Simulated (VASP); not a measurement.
# MgO (P6_3/mmc) in VASP: notebook

Runs on MgO. Level: PBE. Tasks: single point.

Program: VASP 6.6.1. These are calculated values, not measurements. Logs are shortened: lines on timing, memory, paths and dates and some standing lists are left out, and cuts for length are marked.

## Step 1: The cell of the first run

The structure is hexagonal, space group P6_3/mmc (No. 194). Conventional cell: a = 3.345 Å, b = 3.345 Å, c = 4.070 Å, α = 90.00°, β = 90.00°, γ = 120.00°. Mg (site symmetry -6m2) has 5 O at 1.93 to 2.03 Å within 2.6 Å. Within 2.6 Å of O (site symmetry -6m2) lie 5 Mg at 1.93 to 2.03 Å.

## Step 2: Single point, PBE

The input, INCAR:

```
ALGO     = Normal         # electronic algorithm
EDIFF    = 1E-7           # SCF threshold, eV
ENCUT    = 520            # plane-wave cutoff, eV
GGA      = PE             # functional
ISIF     = 2              # what is computed and relaxed
ISMEAR   = 0              # smearing method
LASPH    = T              # aspherical terms in the spheres
LCHARG   = F              # write CHGCAR
LREAL    = F              # projectors in reciprocal space
LWAVE    = F              # write WAVECAR
NBANDS   = 16             # bands
NELM     = 80             # most SCF steps
PREC     = Accurate       # precision mode
SIGMA    = 0.05           # smearing width, eV
```

The input, KPOINTS:

```
k-points
0
Gamma
  9 9 6
```

The input, POSCAR:

```
MgO
1.0
    3.3453000000      0.0000000000      0.0000000000
   -1.6726500000      2.8971147833      0.0000000000
    0.0000000000      0.0000000000      4.0698000000
Mg O
2 2
Direct
    0.6666666667      0.3333333333      0.7500000000
    0.3333333333      0.6666666667      0.2500000000
    0.6666666667      0.3333333333      0.2500000000
    0.3333333333      0.6666666667      0.7500000000
```

Potentials or basis: VASP PAW PBE potentials, release 64 (Mg, O).

Started as:

```sh
> cat potpaw_PBE.64/Mg/POTCAR potpaw_PBE.64/O/POTCAR > POTCAR
> mpirun -np 1 vasp_std > vasp.out
```

OUTCAR:

```text
EDIFF = 1E-7
   ENCUT = 520
   GGA = PE
   ISIF = 2
   ISMEAR = 0
   LASPH = T
   LREAL = F
   NELM = 80
   PREC = Accurate

 ion  position               nearest neighbor table
   1  0.667  0.333  0.750-   4 1.93   4 1.93   4 1.93   3 2.03   3 2.03   2 2.81   2 2.81   2 2.81
                             2 2.81   2 2.81   2 2.81
   2  0.333  0.667  0.250-   3 1.93   3 1.93   3 1.93   4 2.03   4 2.03   1 2.81   1 2.81   1 2.81
                             1 2.81   1 2.81   1 2.81
   3  0.667  0.333  0.250-   2 1.93   2 1.93   2 1.93   1 2.03   1 2.03
   4  0.333  0.667  0.750-   1 1.93   1 1.93   1 1.93   2 2.03   2 2.03

  LATTYP: Found a hexagonal cell.
 ALAT       =     3.3453000000
 C/A-ratio  =     1.2165725047

  Lattice vectors:

 A1 = (   3.3453000000,   0.0000000000,   0.0000000000)
 A2 = (  -1.6726500000,   2.8971147833,   0.0000000000)
 A3 = (   0.0000000000,   0.0000000000,   4.0698000000)

Analysis of symmetry for initial positions (statically):
=====================================================================
 Subroutine PRICEL returns:
 Original cell was already a primitive cell.

 Routine SETGRP: Setting up the symmetry group for a
 hexagonal supercell.

 Subroutine GETGRP returns: Found 24 space group operations
 (whereof 12 operations were pure point group operations)
 out of a pool of 24 trial point group operations.

The static configuration has the point symmetry D_3d.
 The point group associated with its full space group is D_6h.

Analysis of symmetry for dynamics (positions and initial velocities):
=====================================================================
 Subroutine PRICEL returns:
 Original cell was already a primitive cell.

 Routine SETGRP: Setting up the symmetry group for a
 hexagonal supercell.

 Subroutine GETGRP returns: Found 24 space group operations
 (whereof 12 operations were pure point group operations)
 out of a pool of 24 trial point group operations.

The dynamic configuration has the point symmetry D_3d.
 The point group associated with its full space group is D_6h.

 Subroutine INISYM returns: Found 24 space group operations
 (whereof 12 operations are pure point group operations),
 and found     1 'primitive' translations

----------------------------------------------------------------------------------------

                                     Primitive cell

  volume of cell :      39.4434

  direct lattice vectors                    reciprocal lattice vectors
     3.345300000  0.000000000  0.000000000     0.298926853  0.172585499  0.000000000
    -1.672650000  2.897114783  0.000000000     0.000000000  0.345170998  0.000000000
     0.000000000  0.000000000  4.069800000     0.000000000  0.000000000  0.245712320

  length of vectors
     3.345300000  3.345300000  4.069800000     0.345170998  0.345170998  0.245712320

  position of ions in fractional coordinates (direct lattice)
     0.666666667  0.333333333  0.750000000
     0.333333333  0.666666667  0.250000000
     0.666666667  0.333333333  0.250000000
     0.333333333  0.666666667  0.750000000

  ion indices of the primitive-cell ions
   primitive index   ion index
                 1           1
                 2           2
                 3           3
                 4           4

----------------------------------------------------------------------------------------

 KPOINTS: k-points

Automatic generation of k-mesh.
 Grid dimensions read from file:
 generate k-points for:    9    9    6

 Generating k-lattice:

  Cartesian coordinates                     Fractional coordinates (reciprocal lattice)
     0.033214095  0.019176167  0.000000000     0.111111111  0.000000000  0.000000000
     0.000000000  0.038352333  0.000000000     0.000000000  0.111111111  0.000000000
     0.000000000  0.000000000  0.040952053     0.000000000  0.000000000  0.166666667

  Length of vectors
     0.038352333  0.038352333  0.040952053

  Shift w.r.t. Gamma in fractional coordinates (k-lattice)
     0.000000000  0.000000000  0.000000000

 Subroutine IBZKPT returns following result:
 ===========================================

 Found     48 irreducible k-points:

 Following reciprocal coordinates:
            Coordinates               Weight
  0.000000  0.000000  0.000000      1.000000
  0.111111 -0.000000  0.000000      6.000000
  0.222222 -0.000000  0.000000      6.000000
  0.333333 -0.000000  0.000000      6.000000
  0.444444 -0.000000  0.000000      6.000000
  0.111111  0.111111  0.000000      6.000000
[... 16 lines left out ...]
  0.333333  0.222222  0.166667     24.000000
  0.333333  0.333333  0.166667      4.000000
 [... further k-points ...]
   k-points           NKPTS =     48   k-points in BZ     NKDIM =     48   number of bands    NBANDS=     16
   number of dos      NEDOS =    301   number of ions     NIONS =      4
   total plane-waves  NPLWV =  23520
   dimension x,y,z NGX =    28 NGY =   28 NGZ =   30
   dimension x,y,z NGXF=    56 NGYF=   56 NGZF=   60
   ions per type =               2   2
   NGX,Y,Z   is equivalent  to a cutoff of  13.91, 13.91, 12.25 a.u.
   NGXF,Y,Z  is equivalent  to a cutoff of  27.83, 27.83, 24.51 a.u.
 SYSTEM =  unknown system
   PREC   = accura    normal or accurate (medium, high low for compatibility)
   ISTART =      0    job   : 0-new  1-cont  2-samecut
   ICHARG =      2    charge: 1-file 2-atom 10-const
   ISPIN  =      1    spin polarized calculation?
   LNONCOLLINEAR =      F non collinear calculations
   LSORBIT =      F    spin-orbit coupling
   LASPH  =      T    aspherical Exc in radial PAW
   ENCUT  =  520.0 eV  38.22 Ry    6.18 a.u.   6.22  6.22  7.57*2*pi/ulx,y,z
   NELM   =     80;   NELMIN=  2; NELMDL= -5     # of ELM steps
   EDIFF  = 0.1E-06   stopping-criterion for ELM
   LREAL  =      F    real-space projection
   EDIFFG = 0.1E-05   stopping-criterion for IOM
   NSW    =      0    number of steps for IOM
   IBRION =     -1    ionic relax: 0-MD 1-quasi-New 2-CG
   NFREE  =      0    steps in history (QN), initial steepest desc. (CG)
   ISIF   =      2    stress and relaxation
   ISYM   =      2    0-nonsym 1-usesym 2-fastsym
   POTIM  = 0.5000    time-step for ionic-motion
   TEBEG  =    0.0;   TEEND  =   0.0 temperature during run
   PSTRESS=    0.0 pullay stress
   NELECT =      16.0000    total number of electrons
   NUPDOWN=      -1.0000    fix difference up-down
   EMIN   =  10.00;   EMAX   =-10.00  energy-range for DOS
   EFERMI =   0.00;   METHOD = LEGACY
   ISMEAR =     0;   SIGMA  =   0.05  broadening in eV -4-tet -1-fermi 0-gaus
   EFERMI_NEDOS =   21; number of points for ismear=-14 and -15
   IALGO  =     38    algorithm
   IMIX   =      4    mixing-type and parameters
     AMIX     =   0.40;   BMIX     =  1.00
     AMIX_MAG =   1.60;   BMIX_MAG =  1.00
  volume/ion in A,a.u.               =       9.86        66.54
  Fermi-wavevector in a.u.,A,eV,Ry     =   1.211872  2.290107 19.981987  1.468635
  Thomas-Fermi vector in A             =   2.347374
   LORBIT       =      0    0 simple, 1 ext, 2 COOP (PROOUT), +10 PAW based schemes
   GGA     = PE    functional components
   LHFCALC =     F    Hartree Fock is set to
   AEXX    =    0.0000 exact exchange contribution
   IVDW    =     0    specifies the selected vdW correction
   LEPSILON=     F    determine dielectric tensor
   LRPA    =     F    only Hartree local field effects (RPA)
 non-spin polarized calculation
 Gauss-broadening in eV      SIGMA  =   0.05
  energy-cutoff  :      520.00
  volume of cell :       39.44
 maximum number of plane-waves:      1076
 NGX is ok and might be reduce to    28
   NGX = 13   NGY = 13   NGZ = 15

 number of electron      15.9999997 magnetization

 Free energy of the ion-electron system (eV)
  ---------------------------------------------------
  ext. energy  EPLUGINS =         0.00000000
  ---------------------------------------------------
  free energy    TOTEN  =       -23.28790617 eV

  energy without entropy =      -23.28790617  energy(sigma->0) =      -23.28790617

 E-fermi :   3.0191     XC(G=0): -10.5725

 val. band max:        2.7958509444   @ k =   0.0000   0.0000   0.0000
 cond. band min:       6.7976589183   @ k =   0.0000   0.0000   0.0000
 fundamental gap:      4.0018079739
 Fermi energy:         3.0191382590

 k-point     1 :       0.0000    0.0000    0.0000
  band No.  band energies     occupation
      1     -14.6770      2.00000
      2     -13.0053      2.00000
      3      -1.3103      2.00000
      4       0.8441      2.00000
      5       0.8441      2.00000
      6       1.8036      2.00000
[... 8 lines left out ...]
     15      19.0631      0.00000
     16      19.7102      0.00000

 k-point     2 :       0.1111   -0.0000    0.0000
  band No.  band energies     occupation
      1     -14.6020      2.00000
      2     -13.0137      2.00000
      3      -1.2029      2.00000
      4       0.6232      2.00000
      5       0.7388      2.00000
      6       1.4963      2.00000
[... 8 lines left out ...]
     15      18.5623      0.00000
     16      19.1368      0.00000

 k-point     3 :       0.2222   -0.0000    0.0000
  band No.  band energies     occupation
      1     -14.3950      2.00000
      2     -13.0503      2.00000
      3      -0.8946      2.00000
      4      -0.0189      2.00000
      5       0.5226      2.00000
      6       1.0485      2.00000
[... 8 lines left out ...]
     15      18.0351      0.00000
     16      18.2704      0.00000

 k-point     4 :       0.3333   -0.0000    0.0000
  band No.  band energies     occupation
      1     -14.1109      2.00000
      2     -13.1364      2.00000
      3      -0.7276      2.00000
      4      -0.4346      2.00000
      5       0.3239      2.00000
      6       0.7532      2.00000
[... 8 lines left out ...]
     15      17.9890      0.00000
     16      18.4226      0.00000

 k-point     5 :       0.4444   -0.0000    0.0000
  band No.  band energies     occupation
      1     -13.8585      2.00000
      2     -13.2574      2.00000
      3      -1.1515      2.00000
      4       0.0289      2.00000
      5       0.2104      2.00000
      6       0.6035      2.00000
[... 8 lines left out ...]
     15      18.5906      0.00000
     16      18.6037      0.00000

 k-point     6 :       0.1111    0.1111    0.0000
  band No.  band energies     occupation
      1     -14.4608      2.00000
      2     -13.0364      2.00000
      3      -0.9948      2.00000
      4       0.2911      2.00000
      5       0.4081      2.00000
      6       1.2565      2.00000
[... 8 lines left out ...]
     15      18.1028      0.00000
     16      18.4094      0.00000
[... 267 lines left out ...]
 k-point    21 :       0.4444    0.1111    0.1667
  band No.  band energies     occupation
      1     -13.7238      2.00000
      2     -13.3165      2.00000
      3      -1.3557      2.00000
      4      -0.1182      2.00000
      5      -0.0249      2.00000
      6       0.7813      2.00000
[... 8 lines left out ...]
     15      17.7291      0.00000
     16      19.0876      0.00000

 k-point    22 :       0.2222    0.2222    0.1667
  band No.  band energies     occupation
      1     -13.8946      2.00000
      2     -13.2304      2.00000
      3      -0.8564      2.00000
      4      -0.7678      2.00000
      5       0.4373      2.00000
      6       0.7738      2.00000
[... 8 lines left out ...]
     15      18.0511      0.00000
     16      19.3879      0.00000

 k-point    23 :       0.3333    0.2222    0.1667
  band No.  band energies     occupation
      1     -13.6728      2.00000
      2     -13.3428      2.00000
      3      -1.1664      2.00000
      4      -0.4726      2.00000
      5       0.0030      2.00000
      6       1.0539      2.00000
[... 8 lines left out ...]
     15      17.7922      0.00000
     16      19.7002      0.00000

 k-point    24 :       0.3333    0.3333    0.1667
  band No.  band energies     occupation
      1     -13.4887      2.00000
      2     -13.4887      2.00000
      3      -1.1487      2.00000
      4      -0.3155      2.00000
      5      -0.3155      2.00000
      6       1.4237      2.00000
[... 8 lines left out ...]
     15      17.5783      0.00000
     16      20.6785      0.00000

 [... further k-points ...]
[... 5 lines left out ...]
  --------------------------------------------------------------------------------------
  -------------------------------------------------------------------------------------
  Total        5.9275724      5.9275724      5.3714755      0.0000000      0.0000000      0.0000000
  in kB      240.7762278    240.7762278    218.1877369      0.0000000      0.0000000      0.0000000
  external PRESSURE =     233.2467309 kB  Pullay stress =       0.0000000 kB

 VOLUME and BASIS-vectors are now :
 -----------------------------------------------------------------------------
  energy-cutoff  :      520.00
  volume of cell :       39.44
      direct lattice vectors                 reciprocal lattice vectors
     3.345300000  0.000000000  0.000000000     0.298926853  0.172585499  0.000000000
    -1.672650000  2.897114783  0.000000000     0.000000000  0.345170998  0.000000000
     0.000000000  0.000000000  4.069800000     0.000000000  0.000000000  0.245712320

 POSITION                                       TOTAL-FORCE (eV/Angst)
 -----------------------------------------------------------------------------------
      1.67265      0.96570      3.05235        -0.000000      0.000000     -0.000000
     -0.00000      1.93141      1.01745         0.000000     -0.000000     -0.000000
      1.67265      0.96570      1.01745         0.000000     -0.000000     -0.000000
     -0.00000      1.93141      3.05235         0.000000     -0.000000      0.000000
 -----------------------------------------------------------------------------------
    total drift:                               -0.000000      0.000000     -0.000000

  FREE ENERGIE OF THE ION-ELECTRON SYSTEM (eV)
  ---------------------------------------------------
  free  energy   TOTEN  =       -23.2879061733 eV

  energy  without entropy=      -23.2879061733  energy(sigma->0) =      -23.28790617
```

Run time: 17 s. Hardware: 1 thread of Intel Xeon Platinum 8488C (Sapphire Rapids), shared host; peak memory 0.17 GiB.

What came out:

| Quantity | Value |
| --- | --- |
| Free energy | -23.2879 eV |
| Pressure | 23.3 GPa |
| Band gap on the k mesh | 4.00 eV, direct |

Stress tensor (GPa, compression positive):
```
24.08  0.00  0.00
 0.00 24.08  0.00
 0.00  0.00 21.82
```

Levels at points of the mesh, in eV from the valence-band top:
```csv
k point,band 5,band 6,band 7,band 8,band 9,band 10,band 11,band 12
"(0.00, 0.00, 0.00)",-1.95,-0.99,-0.99,0.00,4.00,10.34,13.00,13.40
"(0.00, 0.00, 0.50)",-1.50,-1.50,-1.50,-1.50,7.06,7.06,13.75,13.75
```

## Step 3: Single point, PBE

This run uses another cell than the first one, of 9.96 Å³/atom, 1.011 times its volume.

The input, INCAR:

```
SYSTEM = MgO
  PREC = Accurate
  ENCUT = 520
  EDIFF = 1E-6
  ISMEAR = 0
  SIGMA = 0.05
  LREAL = .False.
  LASPH = .True.
  NELM = 80
  ALGO = Normal
  ISIF = 2
  LWAVE = .False.
  LCHARG = .False.
  GGA = PE
  NBANDS = 16
```

The input, KPOINTS:

```
Automatic mesh
0
Gamma
  9 9 6
  0 0 0
```

The input, POSCAR:

```
MgO
1.0
    3.3805000000      0.0000000000      0.0000000000
   -1.6902500000      2.9275988775      0.0000000000
    0.0000000000      0.0000000000      4.0274000000
Mg O
2 2
Direct
    0.6666666667      0.3333333333      0.7500000000
    0.3333333333      0.6666666667      0.2500000000
    0.6666666667      0.3333333333      0.2500000000
    0.3333333333      0.6666666667      0.7500000000
```

Potentials or basis: VASP PAW PBE potentials, release 64 (Mg, O).

Started as:

```sh
> cat potpaw_PBE.64/Mg/POTCAR potpaw_PBE.64/O/POTCAR > POTCAR
> mpirun -np 1 vasp_std > vasp.out
```

Wall time 15 s (1 thread of Intel Xeon Platinum 8488C (Sapphire Rapids), shared host); peak memory 0.17 GiB.

The run converged. Its results:

| Property | Result |
| --- | --- |
| Free energy | -23.3424 eV |
| Pressure | 21.2 GPa |
| Band gap on the k mesh | 3.95 eV, direct |

Stress tensor (GPa, compression positive):
```
19.80  0.00  0.00
 0.00 19.80  0.00
 0.00  0.00 24.05
```

Levels at points of the mesh, in eV from the valence-band top:
```csv
k point,band 5,band 6,band 7,band 8,band 9,band 10,band 11,band 12
"(0.00, 0.00, 0.00)",-1.94,-0.93,-0.93,0.00,3.95,10.35,13.13,13.20
"(0.00, 0.00, 0.50)",-1.46,-1.46,-1.46,-1.46,7.02,7.02,13.55,13.55
```

A hybrid or GW would open this gap; PBE tends to underestimate it.
